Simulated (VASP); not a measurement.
A run of VASP 6.6.1 is set up as follows.

INCAR

```
PREC = Accurate ; ENCUT = 600
EDIFF = 1E-6 ; ISMEAR = 0
SIGMA = 0.2 ; LREAL = False
LASPH = True ; NELM = 150
ALGO = Fast ; ISIF = 3
LWAVE = False ; LCHARG = False
ISPIN = 2 ; MAGMOM = 3 3 3 3 3 3 0 0 0
LORBIT = 11 ; LMAXMIX = 4
GGA = PE ; IBRION = 2
NSW = 36 ; EDIFFG = -0.08
```

Contents of KPOINTS:

```
Automatic mesh
0
Gamma
  3 3 5
```

The input POSCAR:

```
Co2Si
1.0
    5.8800000000      0.0000000000      0.0000000000
   -2.9400000000      5.0922293700      0.0000000000
    0.0000000000      0.0000000000      3.4600000000
Co Si
6 3
Direct
    0.2570005000      0.0000000000      0.0000000000
    0.7429995000      0.7429995000      0.0000000000
    0.0000000000      0.2570005000      0.0000000000
    0.5950005000      0.0000000000      0.5000000000
    0.4049995000      0.4049995000      0.5000000000
    0.0000000000      0.5950005000      0.5000000000
    0.6666666700      0.3333333300      0.0000000000
    0.3333333300      0.6666666700      0.0000000000
    0.0000000000      0.0000000000      0.5000000000
```

Potentials or basis: VASP PAW PBE potentials, release 64 (Co, Si).

The run is started by

```bash
$ cat potpaw_PBE.64/Co/POTCAR potpaw_PBE.64/Si/POTCAR > POTCAR
$ mpirun -np 1 vasp_std > vasp.out
```

Question: What does it give for the space group after relaxing (to 0.1 Å)?

Answer: P-62m (No. 189).

Question: What does it give for the net moment?

Answer: 4.85 μB per cell.

Stress tensor (GPa, compression positive):
```
-0.23  0.00  0.00
 0.00 -0.23  0.00
 0.00  0.00  0.45
```

Caveat: the k points lie up to 0.41 Å⁻¹ apart in the final cell.
